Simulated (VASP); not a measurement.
Set up this calculation in VASP 6.6.1, as the native input.

```
Task                   : single point
Functional             : PBE
Potentials or basis    : VASP PAW PBE potentials, release 64 (Ti_sv, Co)
Cutoff                 : 520 eV
k mesh                 : 16 × 16 × 16
Occupations            : gaussian, width 0.15 eV
Spin                   : collinear spin, ferromagnetic start
Starting moments       : [0.0, 0.6] μB
Dipole correction      : no
Further INCAR settings : ALGO = Normal; EDIFF = 1e-06; NBANDS = 22
```

The structure of TiCo lies in POSCAR:

```
TiCo
1.0
    2.9861109900      0.0000000000      0.0000000000
    0.0000000000      2.9861109900      0.0000000000
    0.0000000000      0.0000000000      2.9861109900
Ti Co
1 1
Direct
    0.0000000000      0.0000000000     -0.0167441867
    0.5000000000      0.5000000000      0.5000000000
```

This cell differs from its parent crystal: all Ti atoms moved -0.050 Å, as atom 1 along Cartesian [0 0 1].

The input as run:

INCAR

```
  PREC = Accurate
  ENCUT = 520
  EDIFF = 1E-6
  ISMEAR = 0
  SIGMA = 0.15
  LREAL = F
  LASPH = T
  NELM = 150
  ALGO = Normal
  ISIF = 2
  LWAVE = F
  LCHARG = F
  ISPIN = 2
  MAGMOM = 0 0.6
  LORBIT = 11
  LMAXMIX = 4
  GGA = PE
  NBANDS = 22
```

KPOINTS

```
Automatic mesh
0
Gamma
  16 16 16
```

Potentials or basis: VASP PAW PBE potentials, release 64 (Ti_sv, Co).

Launch:

```sh
$ cat potpaw_PBE.64/Ti_sv/POTCAR potpaw_PBE.64/Co/POTCAR > POTCAR
$ mpirun -np 1 vasp_std > vasp.out
```

Results of the run:

```
Pressure                                              : -0.5 GPa
Largest force                                         : 0.246 eV/Å
Net moment                                            : 0.86 μB per cell
Site moments                                          : Ti -0.03; Co +0.94 μB
Valence electrons inside the program's atomic spheres : Ti 10.29; Co 8.29
```

Caveat: the cell differs from its parent crystal (all Ti atoms moved -0.050 Å, as atom 1 along Cartesian [0 0 1]).

Wall time 4.6 min on 1 thread of AMD EPYC 9R45 96-Core Processor (Zen 5), on a shared host, peak memory 0.41 GiB.
